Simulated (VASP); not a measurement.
Write the native input for VASP 6.6.1 that does the following.

| Quantity | Value |
| --- | --- |
| Task | electric field gradients |
| Functional | PBE |
| Potentials or basis | VASP PAW PBE potentials, release 64 (Ti_sv, O) |
| Cutoff | 520 eV |
| k mesh | 7 × 7 × 10 |
| Occupations | fermi-dirac, width 0.05 eV |
| Spin | no spin polarisation |
| Dipole correction | no |
| Further INCAR settings | ALGO = Normal; EDIFF = 1e-08; NBANDS = 33 |

The structure of TiO2 lies in POSCAR:

```
TiO2
1.0
    4.5021200000      0.0000000000      0.0000000000
    0.0000000000      4.5021200000      0.0000000000
    0.0000000000      0.0000000000      2.9590000000
Ti O
2 4
Direct
    0.0000000000      0.0000000000      0.0000000000
    0.5000000000      0.5000000000      0.5000000000
    0.3060000000      0.3060000000      0.0000000000
    0.1940000000      0.8060000000      0.5000000000
    0.6940000000      0.6940000000      0.0000000000
    0.8060000000      0.1940000000      0.5000000000
```

This cell differs from its parent crystal: equal xx and yy strain of -2 %.

The input as run:

INCAR

```
PREC = Accurate
ENCUT = 520
EDIFF = 1E-8
ISMEAR = -1
SIGMA = 0.05
LREAL = False
LASPH = True
NELM = 80
ALGO = Normal
ISIF = 2
LWAVE = False
LCHARG = False
GGA = PE
LEFG = True
NBANDS = 33
```

KPOINTS

```
Automatic mesh
0
Gamma
  7 7 10
```

Potentials or basis: VASP PAW PBE potentials, release 64 (Ti_sv, O).

Command:

```console
$ cat potpaw_PBE.64/Ti_sv/POTCAR potpaw_PBE.64/O/POTCAR > POTCAR
$ mpirun -np 1 vasp_std > vasp.out
```

It gave:

| Item | Value |
| --- | --- |
| Pressure | 16.2 GPa |
| Largest force | 0.433 eV/Å |
| Band gap on the k mesh | 1.97 eV |
| Largest electric field gradient by atom | Ti -23.6; O -19.0 V/Å² |

Caveat: the cell differs from its parent crystal (equal xx and yy strain of -2 %); the cell stands under pressure; without QUAD_EFG the Cq values of the log hold for a quadrupole moment of 1 mb, not for the nuclei; an odd mesh through Γ misses points on the zone boundary, where band edges can lie.

Wall time 3.7 min on 1 thread of Intel Xeon 8259CL, with other jobs on the host, peak memory 0.23 GiB.
